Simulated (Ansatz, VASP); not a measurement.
Two plane-wave programs on KTaO3

File INCAR:

```
PREC     = Accurate       # precision mode
ENCUT    = 520            # plane-wave cutoff, eV
EDIFF    = 1E-6           # SCF threshold, eV
ISMEAR   = 0              # smearing method
SIGMA    = 0.05           # smearing width, eV
LREAL    = F              # projectors in reciprocal space
LASPH    = T              # aspherical terms in the spheres
NELM     = 80             # most SCF steps
ALGO     = Normal         # electronic algorithm
ISIF     = 2              # what is computed and relaxed
LWAVE    = F              # write WAVECAR
LCHARG   = T              # write CHGCAR
GGA      = PS             # functional
LELF     = T              # ELF
LVHAR    = T            
NBANDS   = 27             # bands
```

KPOINTS

```
Automatic mesh
0
Gamma
  8 8 8
```

POSCAR

```
KTaO3
1.0
    3.8951630608      0.0000000000      0.0000000000
    0.0000000000      3.8951630608      0.0000000000
    0.0000000000      0.0000000000      4.3945229652
K Ta O
1 1 3
Direct
    0.5000000000      0.5000000000      0.5000000000
    0.0000000000      0.0000000000      0.0000000000
    0.5000000000      0.0000000000      0.0000000000
    0.0000000000      0.5000000000      0.0000000000
    0.0000000000      0.0000000000      0.5000000000
```

Input for Ansatz:

```yaml
crystal:
  lattice:
    - [3.8951630608, 0.0, 0.0]
    - [0.0, 3.8951630608, 0.0]
    - [0.0, 0.0, 4.3945229652]
  atoms:
    - { symbol: K, position: [0.5, 0.5, 0.5] }
    - { symbol: Ta, position: [0.0, 0.0, 0.0] }
    - { symbol: O, position: [0.5, 0.0, 0.0] }
    - { symbol: O, position: [0.0, 0.5, 0.0] }
    - { symbol: O, position: [0.0, 0.0, 0.5] }
basis:
  ecutwfc: 520.0
kpoints:
  mp_grid: { grid: [8, 8, 8] }
hamiltonian:
  xc: pbesol
  pseudopotentials: { kind: paw }
scf:
  occupations: { method: gaussian, width: 0.05 }
output:
  forces: true
  stress: true
  eigenvalues: true
```

Alike in both runs: task single point; functional PBEsol; k mesh 8 × 8 × 8; occupations gaussian, width 0.05 eV; no spin polarisation.

|  | VASP | Ansatz |
| --- | --- | --- |
| version | VASP 6.6.1 | Ansatz 0.2.0 |
| potentials or method | VASP PAW PBE potentials, release 64 (K_sv, Ta_pv, O), cutoff 520 eV | scalar-relativistic, plane waves, PAW |
| valence electrons in the cell | 38 | 40 |

```csv
,VASP,Ansatz,Ansatz less VASP
gap on the k mesh at the Fermi level (eV),1.80,1.84,+0.039
least direct gap on the mesh (eV),2.18,2.21,+0.034
pressure (GPa),-4.0,-4.7,-0.66
"traceless stress, the component that is largest in VASP (GPa)",-21.45,-21.06,+0.386
```

VASP's potentials were made for PBE, not for PBEsol. VASP's potentials hold 38 valence electrons a cell and Ansatz's 40, so a difference there can come from the potentials and not from the codes.

Spin-orbit coupling is off throughout.
